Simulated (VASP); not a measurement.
CaFe2P2, 5 atoms in the cell. The structure is tetragonal, space group I4/mmm (No. 139). The conventional cell has a = 3.820 Å, b = 3.820 Å, c = 10.421 Å, α = 90.00°, β = 90.00°, γ = 90.00°. Ca (site symmetry 4/mmm) has 10 P at 3.11 to 3.68 Å and 8 Fe at 3.23 Å and 4 Ca at 3.82 Å within 4.1 Å. Fe (site symmetry -4m2) has 4 P at 2.19 Å and 4 Fe at 2.70 Å within 2.9 Å. P (site symmetry 4mm) has 4 Fe at 2.19 Å within 2.9 Å. 

```yaml
Program: VASP 6.6.1
Task: single point
Functional: PBEsol
Potentials_or_basis: VASP PAW PBE potentials, release 64 (Ca_sv, Fe, P)
Cutoff: 520 eV
k_mesh: 14 × 14 × 14
Occupations: gaussian, width 0.1 eV
Spin: no spin polarisation
Dipole_correction: no
Further_INCAR_settings: ALGO = Normal; EDIFF = 1e-06; NBANDS = 26
```

Potentials or basis: VASP PAW PBE potentials, release 64 (Ca_sv, Fe, P).

Run with:

```sh
$ cat potpaw_PBE.64/Ca_sv/POTCAR potpaw_PBE.64/Fe/POTCAR potpaw_PBE.64/P/POTCAR > POTCAR
$ mpirun -np 1 vasp_std > vasp.out
```

Hardware: 1 thread of Intel Xeon 8259CL, with other jobs on the host.

Problem. How long does it take, and how much memory?

Solution. It took 24 min on 1 thread of Intel Xeon 8259CL (shared host), peak memory 0.69 GiB. Counts: scf iterations 15, k points 244.
